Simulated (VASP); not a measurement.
Wanted: the native input for a VASP 6.6.1 run.

```yaml
Task: single point
Functional: PBE
Dispersion: D3(BJ)
Potentials_or_basis: VASP PAW PBE potentials, release 64 (B, N)
Cutoff: 600 eV
k_mesh: 12 × 12 × 12
Occupations: gaussian, width 0.05 eV
Spin: no spin polarisation
Dipole_correction: no
Further_INCAR_settings: ALGO = Normal; EDIFF = 1e-06; NBANDS = 11
```

The structure of BN lies in POSCAR:

```
BN
1.0
    0.0000000000      3.0875475335      2.4936477542
    1.1595573492      0.0000000000      2.4936477542
    1.1595573492      3.0875475335      0.0000000000
B N
1 1
Direct
   -0.0002040172     -0.0002040172      1.0002040172
    0.6669040072      0.6669040072      0.3330959928
```

This cell differs from its parent crystal: strain +e along x and -e along y +0.0000, strain +e along z and -e/2 along x and y +0.1500.

One way to write it, as run:

INCAR

```
SYSTEM = BN
ALGO = Normal
EDIFF = 1E-6
ENCUT = 600
GGA = PE
GGA_COMPAT = .FALSE.
ISIF = 2
ISMEAR = 0
IVDW = 12
LASPH = .TRUE.
LCHARG = .FALSE.
LREAL = .FALSE.
LWAVE = .FALSE.
NBANDS = 11
NELM = 120
PREC = Accurate
SIGMA = 0.05
```

KPOINTS

```
k-points
0
G
  12 12 12
  0 0 0
```

Potentials or basis: VASP PAW PBE potentials, release 64 (B, N).

The run is started by

```console
$ cat potpaw_PBE.64/B/POTCAR potpaw_PBE.64/N/POTCAR > POTCAR
$ mpirun -np 1 vasp_std > vasp.out
```

It gave:

```yaml
Pressure: -11.5 GPa
Largest_force: 0.037 eV/Å
Band_gap_on_the_k_mesh: 2.04 eV (least direct gap 4.19 eV)
Dispersion_energy_per_atom: -0.145 eV
```

Caveat: the cell differs from its parent crystal (strain +e along x and -e along y +0.0000, strain +e along z and -e/2 along x and y +0.1500); the stress differs along the axes, from -95 to 55 GPa.

Run time: 110 s on 1 thread of Intel Xeon 8259CL, with other jobs on the host, peak memory 0.21 GiB.
